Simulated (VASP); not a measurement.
TaN: single point with PBE

TaN:

```
Ta N
1.0
     1.57178    0.90747    5.03527
    -1.57178    0.90747    5.03527
     0.00000   -1.81494    5.03527
Ta N
2 2
Direct
  0.50000 0.50000 0.50000
  0.00000 0.00000 0.00000
  0.25000 0.25000 0.25000
  0.75000 0.75000 0.75000
```

```yaml
Program: VASP 6.6.1
Task: single point
Functional: PBE
Potentials_or_basis: VASP PAW PBE potentials, release 64 (Ta_pv, N)
Cutoff: 520 eV
k_mesh: 6 × 6 × 6
Occupations: gaussian, width 0.1 eV
Spin: no spin polarisation
Dipole_correction: no
Further_INCAR_settings: ALGO = Normal; EDIFF = 1e-06; NBANDS = 24
```

The pressure is 0.8 GPa and the band gap on the k mesh is zero (bands 16 and 17 overlap by 3.55 eV).

Levels at points of the mesh, in eV from the Fermi level:
```
           k point  band 14  band 15  band 16  band 17  band 18  band 19
(0.00, 0.00, 0.00)    -3.67    -2.13    -2.13    -1.84     0.10     0.10
(0.50, 0.00, 0.00)    -6.29    -1.88    -1.88     2.37     2.37     2.46
(0.50, 0.50, 0.00)    -4.62    -4.51     1.71     1.75     2.10     2.22
(0.50, 0.50, 0.50)    -6.26    -0.75    -0.75    -0.39    -0.39    -0.39
```

It took 94 s on 1 thread of Intel Xeon 8259CL, on a shared host, peak memory 0.25 GiB.

Caveat: the k points lie up to 0.39 Å⁻¹ apart, too coarse for converged energies and pressures of a metal; spin-orbit coupling is left out, which moves the levels of the heavy elements.
